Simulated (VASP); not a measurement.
Ge:

```
Ge
1.0
     1.39715   -2.60052    0.00000
     1.39715    2.60052    0.00000
     0.00000    0.00000    2.69823
Ge
1
Direct
  0.50000 0.50000 0.00000
```

| Property | Result |
| --- | --- |
| Program | VASP 6.6.1 |
| Task | relaxation of cell and atoms |
| Functional | BLYP |
| Potentials or basis | VASP PAW PBE potentials, release 64 (Ge_d) |
| Cutoff | 600 eV |
| k mesh | 11 × 11 × 10 |
| Occupations | fermi-dirac, width 0.05 eV |
| Spin | no spin polarisation |

At the start: pressure 5.5 GPa; volume 19.61 Å³/atom.

How do energy, volume and symmetry change on relaxing?

Over 17 steps the energy falls by 36.4 meV/atom and the volume is 21.52 Å³/atom (+9.8 %); space group Cmmm (No. 65, to 0.1 Å) before, P6/mmm (No. 191, to 0.1 Å).

Step by step:
```tsv
step	energy change (eV)	largest force (eV/Å)	pressure (GPa)	volume (Å³)
1	0.0000	0.0000	5.49	19.61
2	-0.0335	0.0000	-0.13	21.58
3	-0.0335	0.0000	-0.26	21.60
4	-0.0347	0.0000	-0.39	21.56
5	-0.0359	0.0000	0.05	21.48
6	-0.0357	0.0000	0.38	21.32
7	-0.0364	0.0000	0.15	21.42
8	-0.0364	0.0000	0.10	21.40
9	-0.0364	0.0000	0.21	21.40
10	-0.0364	0.0000	0.19	21.41
11	-0.0364	0.0000	-0.18	21.54
12	-0.0365	0.0000	0.18	21.49
13	-0.0364	0.0000	-0.14	21.51
14	-0.0364	0.0000	-0.04	21.50
15	-0.0364	0.0000	0.13	21.50
16	-0.0364	0.0000	-0.34	21.57
17	-0.0364	0.0000	-0.01	21.52
```

Final structure:
```
Ge
1.0
     1.48737   -2.57411    0.00000
     1.48737    2.57411    0.00000
     0.00000    0.00000    2.81056
Ge
1
Direct
  0.50000 0.50000 0.00000
```

Caveat: the PAW data sets were made with another functional, which shifts forces and pressure a little.
